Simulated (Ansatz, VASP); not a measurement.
This is a calculation of CdTe for Ansatz 0.2.0.

input.yaml

```yaml
crystal:
  lattice:
    - [0.0, 3.205, 3.205]
    - [3.205, 0.0, 3.205]
    - [3.205, 3.205, 0.0]
  atoms:
    - { symbol: Te, position: [0.75, 0.75, 0.75] }
    - { symbol: Cd, position: [0.0, 0.0, 0.0] }
hamiltonian:
  xc: r2scan
  pseudopotentials: { kind: paw }
kpoints:
  mp_grid: { grid: [7, 7, 7] }
scf:
  occupations: { method: fermi_dirac, width: 0.05 }
output:
  forces: true
  stress: true
relax:
  f_tol: 0.01
  max_steps: 40
  cell: { stress_tol: 0.05 }
```

Potentials or basis: Ansatz PAW.

Launch:

```sh
$ ansatz run input.yaml --threads 2 --pin off --max-ram 5120MiB --backend cpu --events-out ev --progress --plain --runs-dir out
```

Q: Set up the same calculation for VASP 6.6.1. Potentials there: VASP PAW PBE potentials, release 64 (Te, Cd).

A: As run (the cutoff follows the program's own potentials):

Contents of POSCAR:

```
CdTe
1.0
    0.0000000000      3.2050000000      3.2050000000
    3.2050000000      0.0000000000      3.2050000000
    3.2050000000      3.2050000000      0.0000000000
Te Cd
1 1
Direct
    0.7500000000      0.7500000000      0.7500000000
    0.0000000000      0.0000000000      0.0000000000
```

File INCAR.step1:

```
SYSTEM = CdTe
PREC = Accurate
ENCUT = 600
ISMEAR = -1
SIGMA = 0.05
LREAL = .False.
LASPH = .True.
NELM = 100
GGA = PE
ALGO = Normal
EDIFF = 1E-4
LWAVE = .True.
LCHARG = .False.
```

Contents of INCAR.step2:

```
SYSTEM = CdTe
PREC = Accurate
ENCUT = 600
EDIFF = 1E-6
ISMEAR = -1
SIGMA = 0.05
LREAL = .False.
LASPH = .True.
NELM = 100
ALGO = Normal
ISIF = 3
LWAVE = .False.
LCHARG = .False.
METAGGA = R2SCAN
LMIXTAU = .True.
IBRION = 2
NSW = 60
EDIFFG = -0.01
ISTART = 1
```

Contents of KPOINTS:

```
Automatic mesh
0
Gamma
  7 7 7
  0 0 0
```

Potentials or basis: VASP PAW PBE potentials, release 64 (Te, Cd).

Launch:

```bash
$ cat potpaw_PBE.64/Te/POTCAR potpaw_PBE.64/Cd/POTCAR > POTCAR
$ cp INCAR.step1 INCAR
$ mpirun -np 1 vasp_std > vasp.out
$ cp INCAR.step2 INCAR
$ mpirun -np 1 vasp_std > vasp.out
```

Both were run:

|  | VASP | Ansatz | Ansatz less VASP |
| --- | --- | --- | --- |
| relaxed volume (Å³/atom) | 35.30 | 35.22 | -0.078 |
| relaxed cell length with the largest relative difference (Å) | 4.639 | 4.636 | -0.0034 |

VASP's potentials were made for PBE, not for r2SCAN. VASP's potentials hold 18 valence electrons a cell and Ansatz's 36, so a difference there can come from the potentials and not from the codes.

Neither program's run includes spin-orbit coupling. Noted on Ansatz's run: odd divisions of the mesh miss points on the zone boundary, where band edges often lie, so the gap on the mesh can be too wide; the plane-wave basis is chosen anew once the cell has moved, so the energies of steps on either side of that aren't comparable.
